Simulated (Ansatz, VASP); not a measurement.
# AlGaN2: VASP beside Ansatz

```
Al Ga N
1.0
     2.95952    0.00000    0.00000
     0.00000    2.95952    0.00000
     0.00000    0.00000    4.49394
Al Ga N
1 1 2
Direct
  0.50000 0.50000 0.50000
  0.00000 0.00000 0.00000
  0.50000 0.00000 0.74005
  0.00000 0.50000 0.25995
```

Change from the starting cell: strain -0.050 along x and y, +0.025 along z, atoms carried along.

Alike in both runs: task single point; functional LDA; k mesh 8 × 8 × 6; occupations gaussian, width 0.05 eV; no spin polarisation.

|  | VASP | Ansatz |
| --- | --- | --- |
| version | VASP 6.6.1 | Ansatz 0.2.0 |
| potentials or method | VASP PAW LDA potentials, release 64 (Al, Ga_d, N), cutoff 520 eV | scalar-relativistic, plane waves, PAW |
| valence electrons in the cell | 26 | 26 |

```tsv
	VASP	Ansatz	Ansatz less VASP
gap on the k mesh at the Fermi level (eV)	2.99	3.01	+0.020
least direct gap on the mesh (eV)	3.51	3.49	-0.012
pressure (GPa)	19.7	18.4	-1.25
traceless stress, the component that is largest in VASP (GPa)	-7.79	-7.88	-0.088
rms of the force components (eV/Å)	0.032	0.045	+0.0126
```

LDA's correlation is that of Perdew and Zunger in VASP and of Perdew and Wang (1992) in Ansatz. Atom by atom the forces differ by 0.013 eV/Å (rms over components).
